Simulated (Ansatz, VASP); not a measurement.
# One calculation of Ti, two programs

File INCAR:

```
ALGO = Normal
EDIFF = 1E-6
ENCUT = 520
GGA = PS
ISIF = 2
ISMEAR = -1
LASPH = True
LCHARG = False
LREAL = False
LWAVE = False
NBANDS = 12
NELM = 100
PREC = Accurate
SIGMA = 0.1
```

Contents of KPOINTS:

```
k-points
0
Gamma
  16 16 16
```

File POSCAR:

```
Ti
1.0
    0.0000000000      1.9449464932      1.9449464932
    1.9449464932      0.0000000000      1.9449464932
    1.9449464932      1.9449464932      0.0000000000
Ti
1
Direct
    0.0000000000      0.0000000000      0.0000000000
```

Input for Ansatz:

```yaml
crystal:
  lattice:
    - [0.0, 1.9449464932, 1.9449464932]
    - [1.9449464932, 0.0, 1.9449464932]
    - [1.9449464932, 1.9449464932, 0.0]
  atoms:
    - { symbol: Ti, position: [0.0, 0.0, 0.0] }
kpoints:
  mp_grid: { grid: [16, 16, 16] }
scf:
  occupations: { method: fermi_dirac, width: 0.1 }
hamiltonian:
  xc: pbesol
  pseudopotentials: { kind: all_electron, lapw: { basis_error: 0.001 } }
output:
  forces: true
  stress: true
  eigenvalues: true
  populations: true
```

Change from the starting cell: volume scaled by 0.88, LAPW.

Alike in both runs: task single point; functional PBEsol; k mesh 16 × 16 × 16; occupations fermi-dirac, width 0.1 eV; no spin polarisation.

|  | VASP | Ansatz |
| --- | --- | --- |
| version | VASP 6.6.1 | Ansatz 0.2.0 |
| potentials or method | VASP PAW PBE potentials, release 64 (Ti_sv), cutoff 520 eV | all-electron LAPW, scalar-relativistic |

Ansatz gave:

```
pressure (GPa) : 18.0
```

Question: What did VASP give for the same quantities?

Answer: Pressure (GPa): 17.5.

VASP's potentials were made for PBE, not for PBEsol. Ansatz ran all-electron here, and VASP with PAW potentials.
